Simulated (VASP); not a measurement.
Wanted: the native input for a VASP 6.6.1 run.

```yaml
Task: single point
Functional: PBE
Potentials_or_basis: VASP PAW PBE potentials, release 64 (Ru_pv)
Cutoff: 520 eV
k_mesh: 20 × 20 × 20
Occupations: gaussian, width 0.15 eV
Spin: no spin polarisation
Dipole_correction: no
Further_INCAR_settings: ALGO = Fast; EDIFF = 1e-06; NBANDS = 13
```

The structure of Ru lies in POSCAR:

```
Ru
1.0
    0.0666779414      1.9622365605      1.9622365605
    1.9622365605      0.0666779414      1.9622365605
    1.9622365605      1.9622365605      0.0666779414
Ru
1
Direct
    0.0000000000      0.0000000000      0.0000000000
```

These files were run (other wordings do the same):

INCAR

```
SYSTEM = Ru
PREC = Accurate
ENCUT = 520
EDIFF = 1E-6
ISMEAR = 0
SIGMA = 0.15
LREAL = .False.
LASPH = .True.
NELM = 80
ALGO = Fast
ISIF = 2
LWAVE = .False.
LCHARG = .False.
GGA = PE
NBANDS = 13
```

KPOINTS

```
regular mesh
0
Gamma
  20 20 20
  0 0 0
```

Potentials or basis: VASP PAW PBE potentials, release 64 (Ru_pv).

The run is started by

```bash
$ cat potpaw_PBE.64/Ru_pv/POTCAR > POTCAR
$ mpirun -np 1 vasp_std > vasp.out
```

It gave:

```yaml
Pressure: -9.3 GPa
Band_gap_on_the_k_mesh: zero (band 7 reaches 13.83 eV, above the bottom of band 8 at 10.65 eV)
```

Run time: 66 s on 1 thread of Intel(R) Xeon(R) Platinum 8488C (Sapphire Rapids), with other jobs on the host, peak memory 0.25 GiB.
